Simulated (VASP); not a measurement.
# Mg (P6/mmm) in VASP: notebook

Mg is run at these levels: PBE, PBEsol; tasks: single point.

Everything below comes from runs of VASP 6.6.1. Logs are shortened: lines on timing, memory, paths and dates and some standing lists are left out, and cuts for length are marked.

**1. The cell of the first run**

It takes space group P6/mmm (No. 191, hexagonal). The conventional cell has a = 2.966 Å, b = 2.966 Å, c = 2.915 Å, α = 90.00°, β = 90.00°, γ = 120.00°. Mg (site symmetry 6/mmm) has 8 Mg at 2.91 to 2.97 Å within 3.8 Å.

This isn't the form of Mg at room conditions, which is hcp.

**2. Single point, PBE (strained)**

Input file INCAR:

```
  ALGO = Normal
  EDIFF = 1E-6
  ENCUT = 600
  GGA = PE
  GGA_COMPAT = F
  ISIF = 2
  ISMEAR = 0
  LASPH = T
  LCHARG = T
  LELF = T
  LREAL = F
  LVHAR = T
  LWAVE = F
  NBANDS = 7
  NELM = 120
  PREC = Accurate
  SIGMA = 0.1
```

Input file KPOINTS:

```
k-points
0
Gamma
  15 15 14
```

Input file POSCAR:

```
Mg
1.0
    2.9657759930      0.0000000000      0.0000000000
   -1.4828879966      2.5684373519      0.0000000000
    0.0000000000      0.0000000000      2.9147925574
Mg
1
Direct
    0.0000000000      0.0000000000      0.0000000000
```

Potentials or basis: VASP PAW PBE potentials, release 64 (Mg).

Run with:

```console
cat potpaw_PBE.64/Mg/POTCAR > POTCAR
mpirun -np 1 vasp_std > vasp.out
```

OUTCAR:

```text
EDIFF = 1E-6
   ENCUT = 600
   GGA = PE
   ISIF = 2
   ISMEAR = 0
   LASPH = T
   LREAL = F
   NELM = 120
   PREC = Accurate

 ion  position               nearest neighbor table
   1  0.000  0.000  0.000-

  LATTYP: Found a hexagonal cell.
 ALAT       =     2.9657759930
 C/A-ratio  =     0.9828094112

  Lattice vectors:

 A1 = (   2.9657759930,   0.0000000000,   0.0000000000)
 A2 = (  -1.4828879966,   2.5684373519,   0.0000000000)
 A3 = (   0.0000000000,   0.0000000000,   2.9147925574)

Analysis of symmetry for initial positions (statically):
=====================================================================
 Subroutine PRICEL returns:
 Original cell was already a primitive cell.

 Routine SETGRP: Setting up the symmetry group for a
 hexagonal supercell.

 Subroutine GETGRP returns: Found 24 space group operations
 (whereof 24 operations were pure point group operations)
 out of a pool of 24 trial point group operations.

The static configuration has the point symmetry D_6h.

Analysis of symmetry for dynamics (positions and initial velocities):
=====================================================================
 Subroutine PRICEL returns:
 Original cell was already a primitive cell.

 Routine SETGRP: Setting up the symmetry group for a
 hexagonal supercell.

 Subroutine GETGRP returns: Found 24 space group operations
 (whereof 24 operations were pure point group operations)
 out of a pool of 24 trial point group operations.

The dynamic configuration has the point symmetry D_6h.

 Subroutine INISYM returns: Found 24 space group operations
 (whereof 24 operations are pure point group operations),
 and found     1 'primitive' translations

----------------------------------------------------------------------------------------

                                     Primitive cell

  volume of cell :      22.2032

  direct lattice vectors                    reciprocal lattice vectors
     2.965775993  0.000000000  0.000000000     0.337179882  0.194670896  0.000000000
    -1.482887997  2.568437352  0.000000000     0.000000000  0.389341792  0.000000000
     0.000000000  0.000000000  2.914792557     0.000000000  0.000000000  0.343077588

  length of vectors
     2.965775993  2.965775993  2.914792557     0.389341792  0.389341792  0.343077588

  position of ions in fractional coordinates (direct lattice)
     0.000000000  0.000000000  0.000000000

  ion indices of the primitive-cell ions
   primitive index   ion index
                 1           1

----------------------------------------------------------------------------------------

 KPOINTS: k-points

Automatic generation of k-mesh.
 Grid dimensions read from file:
 generate k-points for:   15   15   14

 Generating k-lattice:

  Cartesian coordinates                     Fractional coordinates (reciprocal lattice)
     0.022478659  0.012978060  0.000000000     0.066666667  0.000000000  0.000000000
     0.000000000  0.025956119  0.000000000     0.000000000  0.066666667  0.000000000
     0.000000000  0.000000000  0.024505542     0.000000000  0.000000000  0.071428571

  Length of vectors
     0.025956119  0.025956119  0.024505542

  Shift w.r.t. Gamma in fractional coordinates (k-lattice)
     0.000000000  0.000000000  0.000000000

 Subroutine IBZKPT returns following result:
 ===========================================

 Found    216 irreducible k-points:

 Following reciprocal coordinates:
            Coordinates               Weight
  0.000000  0.000000  0.000000      1.000000
  0.066667 -0.000000  0.000000      6.000000
  0.133333 -0.000000  0.000000      6.000000
  0.200000 -0.000000  0.000000      6.000000
  0.266667 -0.000000  0.000000      6.000000
  0.333333 -0.000000  0.000000      6.000000
[... 16 lines left out ...]
  0.333333  0.200000  0.000000     12.000000
  0.400000  0.200000  0.000000      6.000000
 [... further k-points ...]
   k-points           NKPTS =    216   k-points in BZ     NKDIM =    216   number of bands    NBANDS=      7
   number of dos      NEDOS =    301   number of ions     NIONS =      1
   total plane-waves  NPLWV =  13824
   dimension x,y,z NGX =    24 NGY =   24 NGZ =   24
   dimension x,y,z NGXF=    48 NGYF=   48 NGZF=   48
   ions per type =               1
   NGX,Y,Z   is equivalent  to a cutoff of  13.45, 13.45, 13.69 a.u.
   NGXF,Y,Z  is equivalent  to a cutoff of  26.91, 26.91, 27.38 a.u.
 SYSTEM =  unknown system
   PREC   = accura    normal or accurate (medium, high low for compatibility)
   ISTART =      0    job   : 0-new  1-cont  2-samecut
   ICHARG =      2    charge: 1-file 2-atom 10-const
   ISPIN  =      1    spin polarized calculation?
   LNONCOLLINEAR =      F non collinear calculations
   LSORBIT =      F    spin-orbit coupling
   LASPH  =      T    aspherical Exc in radial PAW
   ENCUT  =  600.0 eV  44.10 Ry    6.64 a.u.   5.92  5.92  5.82*2*pi/ulx,y,z
   NELM   =    120;   NELMIN=  2; NELMDL= -5     # of ELM steps
   EDIFF  = 0.1E-05   stopping-criterion for ELM
   LREAL  =      F    real-space projection
   EDIFFG = 0.1E-04   stopping-criterion for IOM
   NSW    =      0    number of steps for IOM
   IBRION =     -1    ionic relax: 0-MD 1-quasi-New 2-CG
   NFREE  =      0    steps in history (QN), initial steepest desc. (CG)
   ISIF   =      2    stress and relaxation
   ISYM   =      2    0-nonsym 1-usesym 2-fastsym
   POTIM  = 0.5000    time-step for ionic-motion
   TEBEG  =    0.0;   TEEND  =   0.0 temperature during run
   PSTRESS=    0.0 pullay stress
   NELECT =       2.0000    total number of electrons
   NUPDOWN=      -1.0000    fix difference up-down
   EMIN   =  10.00;   EMAX   =-10.00  energy-range for DOS
   EFERMI =   0.00;   METHOD = LEGACY
   ISMEAR =     0;   SIGMA  =   0.10  broadening in eV -4-tet -1-fermi 0-gaus
   EFERMI_NEDOS =   21; number of points for ismear=-14 and -15
   IALGO  =     38    algorithm
   IMIX   =      4    mixing-type and parameters
     AMIX     =   0.40;   BMIX     =  1.00
     AMIX_MAG =   1.60;   BMIX_MAG =  1.00
  volume/ion in A,a.u.               =      22.20       149.83
  Fermi-wavevector in a.u.,A,eV,Ry     =   0.733860  1.386794  7.327423  0.538550
  Thomas-Fermi vector in A             =   1.826672
   LORBIT       =      0    0 simple, 1 ext, 2 COOP (PROOUT), +10 PAW based schemes
   GGA     = PE    functional components
   LHFCALC =     F    Hartree Fock is set to
   AEXX    =    0.0000 exact exchange contribution
   IVDW    =     0    specifies the selected vdW correction
   LEPSILON=     F    determine dielectric tensor
   LRPA    =     F    only Hartree local field effects (RPA)
 non-spin polarized calculation
 Gauss-broadening in eV      SIGMA  =   0.10
  energy-cutoff  :      600.00
  volume of cell :       22.20
 maximum number of plane-waves:       762
 NGX is ok and might be reduce to    24
   NGX = 11   NGY = 11   NGZ = 11

 number of electron       2.0000000 magnetization

 Free energy of the ion-electron system (eV)
  ---------------------------------------------------
  ext. energy  EPLUGINS =         0.00000000
  ---------------------------------------------------
  free energy    TOTEN  =        -1.23317414 eV

  energy without entropy =       -1.23141903  energy(sigma->0) =       -1.23229659

 E-fermi :   2.8217     XC(G=0):  -8.5769

 val. band max:        2.8191556295   @ k =   0.3333   0.3333   0.0714
 cond. band min:       2.8614580508   @ k =   0.4667  -0.0000   0.2143
 fundamental gap:      0.0423024213
 Fermi energy:         2.8216928615

 k-point     1 :       0.0000    0.0000    0.0000
  band No.  band energies     occupation
      1      -4.2795      2.00000
      2      11.3366      0.00000
      3      12.5524      0.00000
      4      15.8288      0.00000
      5      15.8288      0.00000
      6      17.3363      0.00000
      7      17.3363      0.00000

 k-point     2 :       0.0667   -0.0000    0.0000
  band No.  band energies     occupation
      1      -4.1778      2.00000
      2      11.3097      0.00000
      3      12.6342      0.00000
      4      14.2817      0.00000
      5      15.2071      0.00000
      6      17.2260      0.00000
      7      18.1291      0.00000

 k-point     3 :       0.1333   -0.0000    0.0000
  band No.  band energies     occupation
      1      -3.8733      2.00000
      2      10.9330      0.00000
      3      12.4622      0.00000
      4      12.8799      0.00000
      5      14.3098      0.00000
      6      16.7268      0.00000
      7      19.5379      0.00000

 k-point     4 :       0.2000   -0.0000    0.0000
  band No.  band energies     occupation
      1      -3.3683      2.00000
      2       9.3191      0.00000
      3      11.9112      0.00000
      4      13.2898      0.00000
      5      13.5192      0.00000
      6      16.3763      0.00000
      7      21.1745      0.00000

 k-point     5 :       0.2667   -0.0000    0.0000
  band No.  band energies     occupation
      1      -2.6661      2.00000
      2       7.3355      0.00000
      3      11.7684      0.00000
      4      12.8780      0.00000
      5      13.8639      0.00000
      6      16.3949      0.00000
      7      22.7602      0.00000
[... 161 lines left out ...]
 k-point    22 :       0.2667    0.2000    0.0000
  band No.  band energies     occupation
      1      -0.5958      2.00000
      2       5.0777      0.00000
      3       6.6915      0.00000
      4      15.5921      0.00000
      5      15.9771      0.00000
      6      19.5154      0.00000
      7      20.7745      0.00000

 k-point    23 :       0.3333    0.2000    0.0000
  band No.  band energies     occupation
      1       0.5558      2.00000
      2       3.4598      0.00000
      3       6.3784      0.00000
      4      16.5520      0.00000
      5      16.7234      0.00000
      6      19.3085      0.00000
      7      19.3467      0.00000

 k-point    24 :       0.4000    0.2000    0.0000
  band No.  band energies     occupation
      1       1.6316      2.00000
      2       2.2224      2.00000
      3       6.2788      0.00000
      4      17.0529      0.00000
      5      17.3106      0.00000
      6      18.3793      0.00000
      7      19.3179      0.00000

 [... further k-points ...]

------------------------ aborting loop because EDIFF is reached ----------------------------------------

  FORCE on cell =-STRESS in cart. coord.  units (eV):
  Direction    XX          YY          ZZ          XY          YZ          ZX
  --------------------------------------------------------------------------------------
  -------------------------------------------------------------------------------------
  Total        0.7173797      0.7173797      0.6421183     -0.0000000     -0.0000000      0.0000000
  in kB       51.7660081     51.7660081     46.3351603     -0.0000000     -0.0000000      0.0000000
  external PRESSURE =      49.9557255 kB  Pullay stress =       0.0000000 kB

 VOLUME and BASIS-vectors are now :
 -----------------------------------------------------------------------------
  energy-cutoff  :      600.00
  volume of cell :       22.20
      direct lattice vectors                 reciprocal lattice vectors
     2.965775993  0.000000000  0.000000000     0.337179882  0.194670896  0.000000000
    -1.482887997  2.568437352  0.000000000     0.000000000  0.389341792  0.000000000
     0.000000000  0.000000000  2.914792557     0.000000000  0.000000000  0.343077588

 POSITION                                       TOTAL-FORCE (eV/Angst)
 -----------------------------------------------------------------------------------
      0.00000      0.00000      0.00000         0.000000      0.000000      0.000000
 -----------------------------------------------------------------------------------
    total drift:                               -0.000000      0.000000      0.000000

  FREE ENERGIE OF THE ION-ELECTRON SYSTEM (eV)
  ---------------------------------------------------
  free  energy   TOTEN  =        -1.2331741441 eV

  energy  without entropy=       -1.2314190338  energy(sigma->0) =       -1.23229659
```

Wall time 48 s (1 thread of Intel Xeon 8259CL, shared host); peak memory 0.17 GiB.

Results:

```
Free energy            : -1.2332 eV
Pressure               : 5.0 GPa
Band gap on the k mesh : zero (bands 1 and 2 overlap by 5.90 eV)
```

Stress tensor (GPa, compression positive):
```
5.18 0.00 0.00
0.00 5.18 0.00
0.00 0.00 4.63
```

Levels at points of the mesh, in eV from the Fermi level:
```csv
k point,band 1,band 2,band 3,band 4,band 5,band 6
"(0.00, 0.00, 0.00)",-7.10,8.51,9.73,13.01,13.01,14.51
"(0.00, 0.00, 0.50)",-2.94,-2.59,15.46,15.46,16.83,16.83
```

Caveat: the cell differs from its parent crystal (strained); the cell stands under pressure.

(Continued in part 2 of 2.)

The gap in the log of VASP goes by the Fermi energy; the results here count the filled bands.